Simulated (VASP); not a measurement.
# SnSe (Fm-3m) in VASP: settings compared

SnSe is run at these levels: PBEsol, PBEsol+D3(BJ); tasks: single point.

All numbers are computed with VASP 6.6.1; they aren't measurements. Logs are shortened: lines on timing, memory, paths and dates and some standing lists are left out, and cuts for length are marked.

## 1. The cell of the first run

Symmetry: Fm-3m, No. 225, cubic system. Conventional cell: a = 5.939 Å, b = 5.939 Å, c = 5.939 Å, α = 90.00°, β = 90.00°, γ = 90.00°. Within 3.9 Å of Sn (site symmetry m-3m) lie 6 Se at 2.97 Å. Within 3.9 Å of Se (site symmetry m-3m) lie 6 Sn at 2.97 Å.

## 2. Single point, PBEsol

Contents of INCAR:

```
PREC = Accurate
ENCUT = 520
EDIFF = 1E-6
ISMEAR = -1
SIGMA = 0.05
LREAL = F
LASPH = T
NELM = 60
ALGO = Normal
ISIF = 2
LWAVE = F
LCHARG = F
GGA = PS
NBANDS = 17
```

Contents of KPOINTS:

```
regular mesh
0
Gamma
  8 8 8
```

Contents of POSCAR:

```
SnSe
1.0
    0.0000000000      2.9693193375      2.9693193375
    2.9693193375      0.0000000000      2.9693193375
    2.9693193375      2.9693193375      0.0000000000
Sn Se
1 1
Direct
    0.0000000000      0.0000000000      0.0000000000
    0.5000000000      0.5000000000      0.5000000000
```

Potentials or basis: VASP PAW PBE potentials, release 64 (Sn_d, Se).

Command:

```console
$ cat potpaw_PBE.64/Sn_d/POTCAR potpaw_PBE.64/Se/POTCAR > POTCAR
$ mpirun -np 1 vasp_std > vasp.out
```

OUTCAR:

```text
PREC = Accurate
   ENCUT = 520
   EDIFF = 1E-6
   ISMEAR = -1
   LREAL = F
   LASPH = T
   NELM = 60
   ISIF = 2
   GGA = PS

 ion  position               nearest neighbor table
   1  0.000  0.000  0.000-   2 2.97   2 2.97   2 2.97   2 2.97   2 2.97   2 2.97
   2  0.500  0.500  0.500-   1 2.97   1 2.97   1 2.97   1 2.97   1 2.97   1 2.97

  LATTYP: Found a face centered cubic cell.
 ALAT       =     5.9386386750

  Lattice vectors:

 A1 = (   0.0000000000,   2.9693193375,   2.9693193375)
 A2 = (   2.9693193375,   0.0000000000,   2.9693193375)
 A3 = (   2.9693193375,   2.9693193375,   0.0000000000)

Analysis of symmetry for initial positions (statically):
=====================================================================
 Subroutine PRICEL returns:
 Original cell was already a primitive cell.

 Routine SETGRP: Setting up the symmetry group for a
 face centered cubic supercell.

 Subroutine GETGRP returns: Found 48 space group operations
 (whereof 48 operations were pure point group operations)
 out of a pool of 48 trial point group operations.

The static configuration has the point symmetry O_h .

Analysis of symmetry for dynamics (positions and initial velocities):
=====================================================================
 Subroutine PRICEL returns:
 Original cell was already a primitive cell.

 Routine SETGRP: Setting up the symmetry group for a
 face centered cubic supercell.

 Subroutine GETGRP returns: Found 48 space group operations
 (whereof 48 operations were pure point group operations)
 out of a pool of 48 trial point group operations.

The dynamic configuration has the point symmetry O_h .

 Subroutine INISYM returns: Found 48 space group operations
 (whereof 48 operations are pure point group operations),
 and found     1 'primitive' translations

----------------------------------------------------------------------------------------

                                     Primitive cell

  volume of cell :      52.3601

  direct lattice vectors                    reciprocal lattice vectors
     0.000000000  2.969319337  2.969319337    -0.168388760  0.168388760  0.168388760
     2.969319337  0.000000000  2.969319337     0.168388760 -0.168388760  0.168388760
     2.969319337  2.969319337  0.000000000     0.168388760  0.168388760 -0.168388760

  length of vectors
     4.199251678  4.199251678  4.199251678     0.291657887  0.291657887  0.291657887

[... 78 lines left out ...]
   ENCUT  =  520.0 eV  38.22 Ry    6.18 a.u.   7.81  7.81  7.81*2*pi/ulx,y,z
   NELM   =     60;   NELMIN=  2; NELMDL= -5     # of ELM steps
   EDIFF  = 0.1E-05   stopping-criterion for ELM
   LREAL  =      F    real-space projection
   EDIFFG = 0.1E-04   stopping-criterion for IOM
   NSW    =      0    number of steps for IOM
   IBRION =     -1    ionic relax: 0-MD 1-quasi-New 2-CG
   NFREE  =      0    steps in history (QN), initial steepest desc. (CG)
   ISIF   =      2    stress and relaxation
   ISYM   =      2    0-nonsym 1-usesym 2-fastsym
   POTIM  = 0.5000    time-step for ionic-motion
   TEBEG  =    0.0;   TEEND  =   0.0 temperature during run
   PSTRESS=    0.0 pullay stress
   NELECT =      20.0000    total number of electrons
   NUPDOWN=      -1.0000    fix difference up-down
   EMIN   =  10.00;   EMAX   =-10.00  energy-range for DOS
   EFERMI =   0.00;   METHOD = LEGACY
   ISMEAR =    -1;   SIGMA  =   0.05  broadening in eV -4-tet -1-fermi 0-gaus
   EFERMI_NEDOS =   21; number of points for ismear=-14 and -15
   IALGO  =     38    algorithm
   IMIX   =      4    mixing-type and parameters
     AMIX     =   0.40;   BMIX     =  1.00
     AMIX_MAG =   1.60;   BMIX_MAG =  1.00
  volume/ion in A,a.u.               =      26.18       176.67
  Fermi-wavevector in a.u.,A,eV,Ry     =   1.187822  2.244658 19.196738  1.410920
  Thomas-Fermi vector in A             =   2.323965
   LORBIT       =      0    0 simple, 1 ext, 2 COOP (PROOUT), +10 PAW based schemes
   GGA     = PS    functional components
   LHFCALC =     F    Hartree Fock is set to
   AEXX    =    0.0000 exact exchange contribution
   IVDW    =     0    specifies the selected vdW correction
   LEPSILON=     F    determine dielectric tensor
   LRPA    =     F    only Hartree local field effects (RPA)
 non-spin polarized calculation
  energy-cutoff  :      520.00
  volume of cell :       52.36
 maximum number of plane-waves:      1424
   NGX = 15   NGY = 15   NGZ = 15

 number of electron      20.0000006 magnetization

 Free energy of the ion-electron system (eV)
  ---------------------------------------------------
  ext. energy  EPLUGINS =         0.00000000
  ---------------------------------------------------
  free energy    TOTEN  =        -8.98546312 eV

  energy without entropy =       -8.98542650  energy(sigma->0) =       -8.98544481

 E-fermi :   6.1520     XC(G=0):  -9.9616

 val. band max:        5.7872897752   @ k =   0.5000   0.0000   0.0000
 cond. band min:       6.5409019217   @ k =  -0.3750   0.1250   0.0000
 fundamental gap:      0.7536121465
 Fermi energy:         6.1520300184

 k-point     1 :       0.0000    0.0000    0.0000
  band No.  band energies     occupation
      1     -15.5779      2.00000
      2     -15.5779      2.00000
      3     -15.5767      2.00000
      4     -15.5767      2.00000
      5     -15.5767      2.00000
      6      -8.2608      2.00000
[... 457 lines left out ...]
      4     -15.5662      2.00000
      5     -15.5598      2.00000
      6      -7.0607      2.00000
[... 9 lines left out ...]
     16      16.7418      0.00000
     17      16.8336      0.00000

 [... further k-points ...]

------------------------ aborting loop because EDIFF is reached ----------------------------------------

  FORCE on cell =-STRESS in cart. coord.  units (eV):
  Direction    XX          YY          ZZ          XY          YZ          ZX
  --------------------------------------------------------------------------------------
  -------------------------------------------------------------------------------------
  Total        0.0696650      0.0696650      0.0696650     -0.0000000     -0.0000000      0.0000000
  in kB        2.1316915      2.1316915      2.1316915     -0.0000000     -0.0000000      0.0000000
  external PRESSURE =       2.1316915 kB  Pullay stress =       0.0000000 kB

 VOLUME and BASIS-vectors are now :
 -----------------------------------------------------------------------------
  energy-cutoff  :      520.00
  volume of cell :       52.36
      direct lattice vectors                 reciprocal lattice vectors
     0.000000000  2.969319337  2.969319337    -0.168388760  0.168388760  0.168388760
     2.969319337  0.000000000  2.969319337     0.168388760 -0.168388760  0.168388760
     2.969319337  2.969319337  0.000000000     0.168388760  0.168388760 -0.168388760

 POSITION                                       TOTAL-FORCE (eV/Angst)
 -----------------------------------------------------------------------------------
      0.00000      0.00000      0.00000         0.000000      0.000000     -0.000000
      2.96932      2.96932      2.96932        -0.000000     -0.000000      0.000000
 -----------------------------------------------------------------------------------
    total drift:                                0.000000     -0.000000     -0.000000

  FREE ENERGIE OF THE ION-ELECTRON SYSTEM (eV)
  ---------------------------------------------------
  free  energy   TOTEN  =        -8.9854631245 eV

  energy  without entropy=       -8.9854264970  energy(sigma->0) =       -8.98544481
```

OSZICAR:

```text
N       E                     dE             d eps       ncg     rms          rms(c)
DAV:   1     0.130936243537E+03    0.13094E+03   -0.98641E+03  1010   0.147E+03
DAV:   2     0.305705934079E+01   -0.12788E+03   -0.12367E+03  1082   0.337E+02
DAV:   3    -0.884118758997E+01   -0.11898E+02   -0.11796E+02  1185   0.934E+01
DAV:   4    -0.912883129884E+01   -0.28764E+00   -0.28747E+00  1181   0.154E+01
DAV:   5    -0.913762246849E+01   -0.87912E-02   -0.87908E-02  1409   0.261E+00    0.323E+00
DAV:   6    -0.899012715157E+01    0.14750E+00   -0.34671E-01  1427   0.396E+00    0.195E+00
DAV:   7    -0.898560476996E+01    0.45224E-02   -0.63332E-02  1208   0.127E+00    0.883E-01
DAV:   8    -0.898556463258E+01    0.40137E-04   -0.61930E-03  1266   0.688E-01    0.777E-02
DAV:   9    -0.898544875487E+01    0.11588E-03   -0.99427E-04  1443   0.254E-01    0.402E-02
DAV:  10    -0.898546172648E+01   -0.12972E-04   -0.94170E-05  1202   0.650E-02    0.767E-03
DAV:  11    -0.898546310426E+01   -0.13778E-05   -0.70886E-06  1341   0.204E-02    0.246E-03
DAV:  12    -0.898546312445E+01   -0.20198E-07   -0.26122E-07   638   0.705E-03
   1 F= -.89854631E+01 E0= -.89854448E+01  d E =-.366274E-04
```

stdout:

```text
POSCAR found type information on POSCAR SnSe
 POSCAR found :  2 types and       2 ions
 scaLAPACK will be used
 -----------------------------------------------------------------------------
|                                                                             |
|                                                                             |
|     You enforced a specific xc type in the INCAR file but a different       |
|     I HOPE YOU KNOW WHAT YOU ARE DOING!                                     |
|                                                                             |
 -----------------------------------------------------------------------------

 LDA part: xc-table for (Slater+PW92), standard interpolation
 POSCAR, INCAR and KPOINTS ok, starting setup
 FFT: planning ... GRIDC
 FFT: planning ... GRID_SOFT
 FFT: planning ... GRID
 WAVECAR not read
 entering main loop
```

It took 13 s on 1 thread of AMD EPYC 9R45 (Zen 5), shared host; peak memory 0.16 GiB.

Results:

- Free energy: -8.9855 eV
- Pressure: 0.2 GPa
- Band gap on the k mesh: 0.75 eV, indirect (least direct gap 0.84 eV)

Levels at points of the mesh, in eV from the valence-band top:
```csv
k point,band 7,band 8,band 9,band 10,band 11,band 12,band 13,band 14
"(0.00, 0.00, 0.00)",-4.86,-2.19,-2.19,-2.19,4.55,4.55,4.55,5.87
"(0.50, 0.00, 0.00)",-8.18,-1.93,-1.93,0.00,0.84,1.30,1.30,8.35
"(0.50, 0.50, 0.00)",-5.93,-5.68,-3.73,-3.73,2.90,5.67,5.67,6.31
```

Caveat: the PAW data sets were made with another functional, which shifts forces and pressure a little; spin-orbit coupling is left out, which moves the levels of the heavy elements. A k mesh can miss the band edges.

## 3. Single point, PBEsol

Contents of INCAR:

```
SYSTEM = SnSe
PREC = Accurate
ENCUT = 520
EDIFF = 1E-7
ISMEAR = -1
SIGMA = 0.05
LREAL = .FALSE.
LASPH = .TRUE.
NELM = 80
ALGO = Normal
ISIF = 2
LWAVE = .FALSE.
LCHARG = .TRUE.
GGA = PS
LELF = .TRUE.
LVHAR = .TRUE.
NBANDS = 17
```

Contents of KPOINTS:

```
Automatic mesh
0
G
  8 8 8
  0 0 0
```

POSCAR is that of step 2.

Potentials or basis: VASP PAW PBE potentials, release 64 (Sn_d, Se).

Command:

```console
$ cat potpaw_PBE.64/Sn_d/POTCAR potpaw_PBE.64/Se/POTCAR > POTCAR
$ mpirun -np 1 vasp_std > vasp.out
```

Run time: 14 s. Hardware: 1 thread of AMD EPYC 9R45 (Zen 5), shared host; peak memory 0.16 GiB.

It converged, with:

```
Free energy            : -8.9855 eV
Pressure               : 0.2 GPa
Band gap on the k mesh : 0.75 eV, indirect (least direct gap 0.84 eV)
```

Levels at points of the mesh, in eV from the valence-band top:
```
           k point  band 7  band 8  band 9  band 10  band 11  band 12  band 13  band 14
(0.00, 0.00, 0.00)   -4.86   -2.19   -2.19    -2.19     4.55     4.55     4.55     5.87
(0.50, 0.00, 0.00)   -8.18   -1.93   -1.93     0.00     0.84     1.30     1.30     8.35
(0.50, 0.50, 0.00)   -5.93   -5.68   -3.73    -3.73     2.90     5.67     5.67     6.31
```

Caveat: the PAW data sets were made with another functional, which shifts forces and pressure a little; spin-orbit coupling is left out, which moves the levels of the heavy elements. A k mesh can miss the band edges.

## 4. Single point, PBEsol+D3(BJ)

This run uses another cell than the first one, of 27.27 Å³/atom, 1.042 times its volume.

Contents of INCAR:

```
ALGO     = Normal         # electronic algorithm
EDIFF    = 1E-7           # SCF threshold, eV
ENCUT    = 520            # plane-wave cutoff, eV
GGA      = PS             # functional
ISIF     = 2              # what is computed and relaxed
ISMEAR   = -1             # smearing method
IVDW     = 12             # dispersion correction
LASPH    = True           # aspherical terms in the spheres
LCHARG   = True           # write CHGCAR
LELF     = True           # ELF
LREAL    = False          # projectors in reciprocal space
LVHAR    = True         
LWAVE    = False          # write WAVECAR
NBANDS   = 17             # bands
NELM     = 100            # most SCF steps
PREC     = Accurate       # precision mode
SIGMA    = 0.05           # smearing width, eV
```

Contents of KPOINTS:

```
k-points
0
Gamma
  8 8 8
```

Contents of POSCAR:

```
SnSe
1.0
    0.0000000000      3.0100000000      3.0100000000
    3.0100000000      0.0000000000      3.0100000000
    3.0100000000      3.0100000000      0.0000000000
Sn Se
1 1
Direct
    0.0000000000      0.0000000000      0.0000000000
    0.5000000000      0.5000000000      0.5000000000
```

Command:

```console
$ cat potpaw_PBE.64/Sn_d/POTCAR potpaw_PBE.64/Se/POTCAR > POTCAR
$ mpirun -np 1 vasp_std > vasp.out
```

Wall time 14 s (1 thread of AMD EPYC 9R45 (Zen 5), shared host); peak memory 0.17 GiB.

It converged, with:

- Free energy: -9.6328 eV
- Pressure: -3.9 GPa
- Band gap on the k mesh: 0.65 eV, direct
- Dispersion energy per atom: -0.329 eV

Levels at points of the mesh, in eV from the valence-band top:
| k point | band 8 | band 9 | band 10 | band 11 | band 12 | band 13 |
| --- | --- | --- | --- | --- | --- | --- |
| (0.00, 0.00, 0.00) | -2.10 | -2.10 | -2.10 | 4.37 | 4.37 | 4.37 |
| (0.50, 0.00, 0.00) | -1.85 | -1.85 | 0.00 | 0.65 | 1.30 | 1.30 |
| (0.50, 0.50, 0.00) | -5.42 | -3.56 | -3.56 | 3.01 | 5.41 | 5.41 |

Caveat: three body term missing; the PAW data sets were made with another functional, which shifts forces and pressure a little; spin-orbit coupling is left out, which moves the levels of the heavy elements.
